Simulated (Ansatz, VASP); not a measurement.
V: VASP beside Ansatz

```
V
1.0
    -1.35910    1.61901    1.62566
     1.48464   -1.47110    1.60330
     1.25535    1.36736   -1.47776
V
1
Direct
  0.00000 0.00000 0.00000
```

Change from the starting cell: volume scaled by 0.96.

Alike in both runs: task single point; functional PBE; k mesh 11 × 12 × 13; occupations fermi-dirac, width 0.05 eV; collinear spin.

|  | VASP | Ansatz |
| --- | --- | --- |
| version | VASP 6.6.1 | Ansatz 0.2.0 |
| potentials or method | VASP PAW PBE potentials, release 64 (V_sv), cutoff 520 eV | all-electron LAPW, scalar-relativistic |

Ansatz gave:

| Property | Result |
| --- | --- |
| gap on the k mesh at the Fermi level (eV) | none |
| pressure (GPa) | 6.3 |
| traceless stress, the component that is largest in VASP (GPa) | 9.98 |
| net moment per atom (μB) | 0.00 |

What did VASP give for the same quantities?

gap on the k mesh at the Fermi level (eV): none; pressure (GPa): 6.6; traceless stress, the component that is largest in VASP (GPa): 9.96; net moment per atom (μB): 0.00.

A gap of «none» marks a metal or a gap that the smearing closes. Ansatz ran all-electron here, and VASP with PAW potentials.
